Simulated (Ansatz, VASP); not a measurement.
**Two plane-wave programs on BeS**

File INCAR:

```
PREC = Accurate
ENCUT = 520
EDIFF = 1E-8
ISMEAR = -1
SIGMA = 0.08
LREAL = False
LASPH = True
NELM = 60
ALGO = Normal
ISIF = 2
LWAVE = False
LCHARG = False
LEFG = True
NBANDS = 11
```

The input KPOINTS:

```
Automatic mesh
0
Gamma
  13 13 13
```

POSCAR

```
BeS
1.0
    0.0000000000      2.3144614809      2.3144614809
    2.3144614809      0.0000000000      2.3144614809
    2.3144614809      2.3144614809      0.0000000000
Be S
1 1
Direct
    0.0000000000      0.0000000000      0.0000000000
    0.5000000000      0.5000000000      0.5000000000
```

Input for Ansatz:

```yaml
crystal:
  lattice:
    - [0.0, 2.3144614809, 2.3144614809]
    - [2.3144614809, 0.0, 2.3144614809]
    - [2.3144614809, 2.3144614809, 0.0]
  atoms:
    - { symbol: Be, position: [0.0, 0.0, 0.0] }
    - { symbol: S, position: [0.5, 0.5, 0.5] }
kpoints:
  mp_grid: { grid: [13, 13, 13] }
  band_path:
    path:
      - [0.0, 0.0, 0.0]
      - [0.5, 0.0, 0.5]
      - [0.625, 0.25, 0.625]
      - [0.375, 0.375, 0.75]
      - [0.0, 0.0, 0.0]
      - [0.5, 0.5, 0.5]
      - [0.5, 0.25, 0.75]
      - [0.5, 0.0, 0.5]
    npoints: 5
scf:
  occupations: { method: fermi_dirac, width: 0.08 }
hamiltonian:
  xc: lda
  pseudopotentials: { kind: paw }
output:
  forces: true
  stress: true
  eigenvalues: true
  efg: { contact_densities: true }
```

Alike in both runs: task electric field gradients; functional LDA; k mesh 13 × 13 × 13; occupations fermi-dirac, width 0.08 eV; no spin polarisation.

|  | VASP | Ansatz |
| --- | --- | --- |
| version | VASP 6.6.1 | Ansatz 0.2.0 |
| potentials or method | VASP PAW LDA potentials, release 64 (Be, S) | PAW with Ansatz's default frozen-core files, scalar-relativistic |
| plane-wave cutoff (eV) | 520 | 420 |
| valence electrons in the cell | 8 | 8 |

|  | VASP | Ansatz | Ansatz less VASP |
| --- | --- | --- | --- |
| pressure (GPa) | -5.1 | -5.2 | -0.05 |

LDA's correlation is that of Perdew and Zunger in VASP and of Perdew and Wang (1992) in Ansatz.
